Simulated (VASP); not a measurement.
# Au (Fm-3m) in VASP: a series of runs

The runs below take Au through single point, with r2SCANh.

Program: VASP 6.6.1. These are calculated values, not measurements. Logs are shortened: lines on timing, memory, paths and dates and some standing lists are left out, and cuts for length are marked.

### 1 The cell of the first run

The structure is cubic, space group Fm-3m (No. 225). The conventional cell has a = 3.987 Å, b = 3.987 Å, c = 3.987 Å, α = 90.00°, β = 90.00°, γ = 90.00°. Within 3.7 Å of Au (site symmetry m-3m) lie 12 Au at 2.82 Å.

### 2 Single point, r2SCANh

The input, POSCAR:

```
Au
1.0
    0.0000000000      1.9934577312      1.9934577312
    1.9934577312      0.0000000000      1.9934577312
    1.9934577312      1.9934577312      0.0000000000
Au
1
Direct
    0.0000000000      0.0000000000      0.0000000000
```

The input, INCAR.step1:

```
SYSTEM = Au
  PREC = Accurate
  ENCUT = 440
  EDIFF = 1E-5
  ISMEAR = -1
  SIGMA = 0.05
  LREAL = .FALSE.
  LASPH = .TRUE.
  NELM = 120
  ALGO = Normal
  ISIF = 2
  LWAVE = .TRUE.
  LCHARG = .FALSE.
  NBANDS = 12
  GGA = PE
  GGA_COMPAT = .FALSE.
```

The input, INCAR.step2:

```
SYSTEM = Au
  PREC = Accurate
  ENCUT = 440
  EDIFF = 1E-6
  ISMEAR = -1
  SIGMA = 0.05
  LREAL = .FALSE.
  LASPH = .TRUE.
  NELM = 120
  ALGO = Normal
  ISIF = 2
  LWAVE = .FALSE.
  LCHARG = .FALSE.
  METAGGA = R2SCAN
  LHFCALC = .TRUE.
  AEXX = 0.1
  LMIXTAU = .TRUE.
  PRECFOCK = Normal
  NBANDS = 12
  ISTART = 1
  GGA_COMPAT = .FALSE.
```

The input, KPOINTS:

```
Automatic mesh
0
G
  6 6 6
  0 0 0
```

Potentials or basis: VASP PAW PBE potentials, release 64 (Au).

The run is started by

```bash
$ cat potpaw_PBE.64/Au/POTCAR > POTCAR
$ cp INCAR.step1 INCAR
$ mpirun -np 1 vasp_std > vasp.out
$ cp INCAR.step2 INCAR
$ mpirun -np 1 vasp_std > vasp.out
```

OUTCAR:

```text
SYSTEM = Au
   PREC = Accurate
   ENCUT = 440
   EDIFF = 1E-6
   ISMEAR = -1
   LREAL = .FALSE.
   LASPH = .TRUE.
   NELM = 120
   ISIF = 2
   METAGGA = R2SCAN
   LHFCALC = .TRUE.
   AEXX = 0.1
   PRECFOCK = Normal
   ISTART = 1

 ion  position               nearest neighbor table
   1  0.000  0.000  0.000-

  LATTYP: Found a face centered cubic cell.
 ALAT       =     3.9869154624

  Lattice vectors:

 A1 = (   0.0000000000,   1.9934577312,   1.9934577312)
 A2 = (   1.9934577312,   0.0000000000,   1.9934577312)
 A3 = (   1.9934577312,   1.9934577312,   0.0000000000)

Analysis of symmetry for initial positions (statically):
=====================================================================
 Subroutine PRICEL returns:
 Original cell was already a primitive cell.

 Routine SETGRP: Setting up the symmetry group for a
 face centered cubic supercell.

 Subroutine GETGRP returns: Found 48 space group operations
 (whereof 48 operations were pure point group operations)
 out of a pool of 48 trial point group operations.

The static configuration has the point symmetry O_h .

Analysis of symmetry for dynamics (positions and initial velocities):
=====================================================================
 Subroutine PRICEL returns:
 Original cell was already a primitive cell.

 Routine SETGRP: Setting up the symmetry group for a
 face centered cubic supercell.

 Subroutine GETGRP returns: Found 48 space group operations
 (whereof 48 operations were pure point group operations)
 out of a pool of 48 trial point group operations.

The dynamic configuration has the point symmetry O_h .

 Subroutine INISYM returns: Found 48 space group operations
 (whereof 48 operations are pure point group operations),
 and found     1 'primitive' translations

----------------------------------------------------------------------------------------

                                     Primitive cell

  volume of cell :      15.8435

  direct lattice vectors                    reciprocal lattice vectors
     0.000000000  1.993457731  1.993457731    -0.250820467  0.250820467  0.250820467
     1.993457731  0.000000000  1.993457731     0.250820467 -0.250820467  0.250820467
     1.993457731  1.993457731  0.000000000     0.250820467  0.250820467 -0.250820467

  length of vectors
     2.819174959  2.819174959  2.819174959     0.434433793  0.434433793  0.434433793

  position of ions in fractional coordinates (direct lattice)
     0.000000000  0.000000000  0.000000000
[... 82 lines left out ...]
   ISMEAR =    -1;   SIGMA  =   0.05  broadening in eV -4-tet -1-fermi 0-gaus
   EFERMI_NEDOS =   21; number of points for ismear=-14 and -15
   IALGO  =     38    algorithm
   IMIX   =      1    mixing-type and parameters
     AMIX     =   0.40;   BMIX     =  1.00
     AMIX_MAG =   1.60;   BMIX_MAG =  1.00
  volume/ion in A,a.u.               =      15.84       106.92
  Fermi-wavevector in a.u.,A,eV,Ry     =   1.449624  2.739392 28.591414  2.101410
  Thomas-Fermi vector in A             =   2.567329
   LORBIT       =      0    0 simple, 1 ext, 2 COOP (PROOUT), +10 PAW based schemes
   METAGGA = R2SCAN    functional components
   LHFCALC =     T    Hartree Fock is set to
   PRECFOCK=normal    Normal, Fast or Accurate (Low or Medium for compatibility)
   ENCUT4O =  -1.0   cutoff for four orbital integrals eV
   NKREDX  =     1    reduce k-point grid by
   NKREDY  =     1    reduce k-point grid by
   NKREDZ  =     1    reduce k-point grid by
   AEXX    =    0.1000 exact exchange contribution
   HFSCREEN=    0.0000 screening length (either q_TF or 0.3 A-1)
   HFSCREENC=   0.0000 screening length for correlation (either q_TF or 0.3 A-1)
   ENCUTFOCK=  -1.0 apply spherical cutoff to Coloumb kernel
   IVDW    =     0    specifies the selected vdW correction
   LEPSILON=     F    determine dielectric tensor
   LRPA    =     F    only Hartree local field effects (RPA)
 non-spin polarized calculation
  energy-cutoff  :      440.00
  volume of cell :       15.84
 maximum number of plane-waves:       342
  NGX = 16; NGY = 16; NGZ = 16

 number of electron      11.0000003 magnetization

 Free energy of the ion-electron system (eV)
  ---------------------------------------------------
  ext. energy  EPLUGINS =         0.00000000
  ---------------------------------------------------
  free energy    TOTEN  =       -45.97500232 eV

  energy without entropy =      -45.96762540  energy(sigma->0) =      -45.97131386

 E-fermi :  10.3904     XC(G=0): -12.8564

 val. band max:       10.3648008879   @ k =   0.5000   0.3333   0.1667
 cond. band min:      11.3758840023   @ k =   0.5000   0.1667   0.0000
 fundamental gap:      1.0110831144
 Fermi energy:        10.3904000281

 k-point     1 :       0.0000    0.0000    0.0000
  band No.  band energies     occupation
      1      -0.9876      2.00000
      2       4.5520      2.00000
      3       4.5520      2.00000
      4       4.5520      2.00000
      5       6.3276      2.00000
      6       6.3276      2.00000
      7      26.1832      0.00000
      8      30.7966      0.00000
      9      30.7966      0.00000
     10      30.7966      0.00000
     11      36.2449      0.00000
     12      41.8071      0.00000
[... 211 lines left out ...]
 k-point    16 :      -0.3333    0.5000    0.1667
  band No.  band energies     occupation
      1       2.6409      2.00000
      2       2.9738      2.00000
      3       5.4595      2.00000
      4       6.6751      2.00000
      5       8.2490      2.00000
      6      15.3931      0.00000
      7      16.6719      0.00000
      8      19.8664      0.00000
      9      21.4224      0.00000
     10      33.7968      0.00000
     11      34.6725      0.00000
     12      37.7257      0.00000

------------------------ aborting loop because EDIFF is reached ----------------------------------------

  FORCE on cell =-STRESS in cart. coord.  units (eV):
  Direction    XX          YY          ZZ          XY          YZ          ZX
  --------------------------------------------------------------------------------------
  -------------------------------------------------------------------------------------
  Total        2.2368881      2.2368881      2.2368881      0.0000000     -0.0000000      0.0000000
  in kB      226.2058046    226.2058046    226.2058046      0.0000000     -0.0000000      0.0000000
  external PRESSURE =     226.2058046 kB  Pullay stress =       0.0000000 kB

 VOLUME and BASIS-vectors are now :
 -----------------------------------------------------------------------------
  energy-cutoff  :      440.00
  volume of cell :       15.84
      direct lattice vectors                 reciprocal lattice vectors
     0.000000000  1.993457731  1.993457731    -0.250820467  0.250820467  0.250820467
     1.993457731  0.000000000  1.993457731     0.250820467 -0.250820467  0.250820467
     1.993457731  1.993457731  0.000000000     0.250820467  0.250820467 -0.250820467

 POSITION                                       TOTAL-FORCE (eV/Angst)
 -----------------------------------------------------------------------------------
      0.00000      0.00000      0.00000         0.000000     -0.000000      0.000000
 -----------------------------------------------------------------------------------
    total drift:                                0.000000      0.000000      0.000000

  FREE ENERGIE OF THE ION-ELECTRON SYSTEM (eV)
  ---------------------------------------------------
  free  energy   TOTEN  =       -45.9750023161 eV

  energy  without entropy=      -45.9676253953  energy(sigma->0) =      -45.97131386
```

OUTCAR.step1:

```text
SYSTEM = Au
   PREC = Accurate
   ENCUT = 440
   EDIFF = 1E-5
   ISMEAR = -1
   LREAL = .FALSE.
[... 446 lines left out ...]
 -----------------------------------------------------------------------------------
      0.00000      0.00000      0.00000         0.000000      0.000000      0.000000
 -----------------------------------------------------------------------------------
    total drift:                                0.000000      0.000000      0.000000

  FREE ENERGIE OF THE ION-ELECTRON SYSTEM (eV)
  ---------------------------------------------------
  free  energy   TOTEN  =        -2.9961265615 eV

  energy  without entropy=       -2.9884940843  energy(sigma->0) =       -2.99231032
```

OSZICAR.step1:

```text
N       E                     dE             d eps       ncg     rms          rms(c)
DAV:   1     0.432195446112E+02    0.43220E+02   -0.51332E+03   400   0.721E+02
DAV:   2    -0.275389144277E+01   -0.45973E+02   -0.43493E+02   436   0.176E+02
DAV:   3    -0.325234415225E+01   -0.49845E+00   -0.49827E+00   460   0.178E+01
DAV:   4    -0.325406052766E+01   -0.17164E-02   -0.17163E-02   468   0.120E+00
DAV:   5    -0.325407247468E+01   -0.11947E-04   -0.11947E-04   472   0.928E-02    0.122E+01
DAV:   6    -0.302418311513E+01    0.22989E+00   -0.53089E-01   412   0.606E+00    0.745E+00
DAV:   7    -0.299881936773E+01    0.25364E-01   -0.91507E-02   432   0.251E+00    0.283E+00
DAV:   8    -0.299613523119E+01    0.26841E-02   -0.39580E-03   424   0.547E-01    0.275E-01
DAV:   9    -0.299612656154E+01    0.86697E-05   -0.14497E-05   448   0.341E-02
   1 F= -.29961266E+01 E0= -.29923103E+01  d E =-.763248E-02
```

It took 5.8 min on 1 thread of Intel Xeon Platinum 8259CL at 2.50GHz (Skylake/Cascade Lake), shared host; peak memory 0.15 GiB.

Results:

```
Free energy            : -45.9750 eV
Pressure               : 22.6 GPa
Band gap on the k mesh : zero (an odd number of electrons rules out a gap without spin polarisation)
```

Caveat: the k points lie up to 0.45 Å⁻¹ apart, too coarse for converged energies and pressures of a metal; the PAW data sets were made with another functional, which shifts forces and pressure a little; spin-orbit coupling is left out, which moves the levels of the heavy elements.

### 3 Single point, r2SCANh

This run uses another cell than the first one, of 16.18 Å³/atom.

The input, POSCAR:

```
Au
1.0
    0.0000000000      2.0074966285      2.0074966285
    2.0074966285      0.0000000000      2.0074966285
    2.0074966285      2.0074966285      0.0000000000
Au
1
Direct
    0.0000000000      0.0000000000      0.0000000000
```

The input, INCAR.step1:

```
PREC = Accurate
ENCUT = 440
EDIFF = 1E-5
ISMEAR = -1
SIGMA = 0.05
LREAL = False
LASPH = True
NELM = 120
ALGO = Normal
ISIF = 2
LWAVE = True
LCHARG = False
NBANDS = 12
GGA = PE
GGA_COMPAT = False
```

The input, INCAR.step2:

```
PREC = Accurate
ENCUT = 440
EDIFF = 1E-6
ISMEAR = -1
SIGMA = 0.05
LREAL = False
LASPH = True
NELM = 120
ALGO = Normal
ISIF = 2
LWAVE = False
LCHARG = False
METAGGA = R2SCAN
LHFCALC = True
AEXX = 0.1
LMIXTAU = True
PRECFOCK = Normal
NBANDS = 12
ISTART = 1
GGA_COMPAT = False
```

The input, KPOINTS:

```
regular mesh
0
Gamma
  6 6 6
```

Potentials or basis: VASP PAW PBE potentials, release 64 (Au).

The run is started by

```bash
$ cat potpaw_PBE.64/Au/POTCAR > POTCAR
$ cp INCAR.step1 INCAR
$ mpirun -np 1 vasp_std > vasp.out
$ cp INCAR.step2 INCAR
$ mpirun -np 1 vasp_std > vasp.out
```

OUTCAR:

```text
PREC = Accurate
   ENCUT = 440
   EDIFF = 1E-6
   ISMEAR = -1
   LREAL = False
   LASPH = True
   NELM = 120
   ISIF = 2
   METAGGA = R2SCAN
   LHFCALC = True
   AEXX = 0.1
   PRECFOCK = Normal
   ISTART = 1

 ion  position               nearest neighbor table
   1  0.000  0.000  0.000-

  LATTYP: Found a face centered cubic cell.
 ALAT       =     4.0149932570

  Lattice vectors:
[... 415 lines left out ...]
      7      16.1565      0.00000
      8      19.3988      0.00000
      9      20.9059      0.00000
     10      33.1909      0.00000
     11      34.0019      0.00000
     12      37.1773      0.00000

------------------------ aborting loop because EDIFF is reached ----------------------------------------

  FORCE on cell =-STRESS in cart. coord.  units (eV):
  Direction    XX          YY          ZZ          XY          YZ          ZX
  --------------------------------------------------------------------------------------
  -------------------------------------------------------------------------------------
  Total        1.7267684      1.7267684      1.7267684     -0.0000000     -0.0000000     -0.0000000
  in kB      170.9819248    170.9819248    170.9819248     -0.0000000     -0.0000000     -0.0000000
  external PRESSURE =     170.9819248 kB  Pullay stress =       0.0000000 kB

 VOLUME and BASIS-vectors are now :
 -----------------------------------------------------------------------------
  energy-cutoff  :      440.00
  volume of cell :       16.18
      direct lattice vectors                 reciprocal lattice vectors
     0.000000000  2.007496629  2.007496629    -0.249066421  0.249066421  0.249066421
     2.007496629  0.000000000  2.007496629     0.249066421 -0.249066421  0.249066421
     2.007496629  2.007496629  0.000000000     0.249066421  0.249066421 -0.249066421

 POSITION                                       TOTAL-FORCE (eV/Angst)
 -----------------------------------------------------------------------------------
      0.00000      0.00000      0.00000        -0.000000      0.000000     -0.000000
 -----------------------------------------------------------------------------------
    total drift:                                0.000000      0.000000      0.000000

  FREE ENERGIE OF THE ION-ELECTRON SYSTEM (eV)
  ---------------------------------------------------
  free  energy   TOTEN  =       -46.0166254679 eV

  energy  without entropy=      -46.0092447141  energy(sigma->0) =      -46.01293509
```

OSZICAR.step1:

```text
N       E                     dE             d eps       ncg     rms          rms(c)
DAV:   1     0.423519066446E+02    0.42352E+02   -0.49783E+03   416   0.707E+02
DAV:   2    -0.283239752976E+01   -0.45184E+02   -0.43108E+02   452   0.174E+02
DAV:   3    -0.330481185074E+01   -0.47241E+00   -0.47224E+00   456   0.172E+01
DAV:   4    -0.330644481239E+01   -0.16330E-02   -0.16329E-02   468   0.115E+00
DAV:   5    -0.330645644176E+01   -0.11629E-04   -0.11629E-04   472   0.916E-02    0.114E+01
DAV:   6    -0.307326736000E+01    0.23319E+00   -0.55625E-01   420   0.616E+00    0.702E+00
DAV:   7    -0.304956520153E+01    0.23702E-01   -0.87176E-02   440   0.243E+00    0.282E+00
DAV:   8    -0.304701794622E+01    0.25473E-02   -0.34322E-03   420   0.505E-01    0.280E-01
DAV:   9    -0.304700625940E+01    0.11687E-04   -0.15931E-05   448   0.353E-02    0.138E-02
DAV:  10    -0.304701101465E+01   -0.47552E-05   -0.20227E-06   264   0.129E-02
   1 F= -.30470110E+01 E0= -.30431798E+01  d E =-.766252E-02
```

Wall time 5.3 min (1 thread of Intel Xeon Platinum 8259CL at 2.50GHz (Skylake/Cascade Lake), shared host); peak memory 0.14 GiB.

Results:

* Free energy: -46.0166 eV
* Pressure: 17.1 GPa
* Band gap on the k mesh: zero (an odd number of electrons rules out a gap without spin polarisation)

Levels at points of the mesh, in eV from the Fermi level:
```csv
k point,band 2,band 3,band 4,band 5,band 6,band 7,band 8,band 9,band 10,band 11
"(0.00, 0.00, 0.00)",-5.69,-5.69,-5.69,-3.97,-3.97,15.86,20.34,20.34,20.34,25.71
"(0.50, 0.00, 0.00)",-5.75,-5.75,-2.53,-2.53,-1.10,4.00,15.32,19.08,19.08,27.52
"(0.50, 0.50, 0.00)",-8.04,-2.62,-2.12,-2.12,1.39,7.13,11.31,11.31,19.35,22.09
```

Caveat: the k points lie up to 0.45 Å⁻¹ apart, too coarse for converged energies and pressures of a metal; the PAW data sets were made with another functional, which shifts forces and pressure a little; spin-orbit coupling is left out, which moves the levels of the heavy elements.

[end of part 1 of 2]
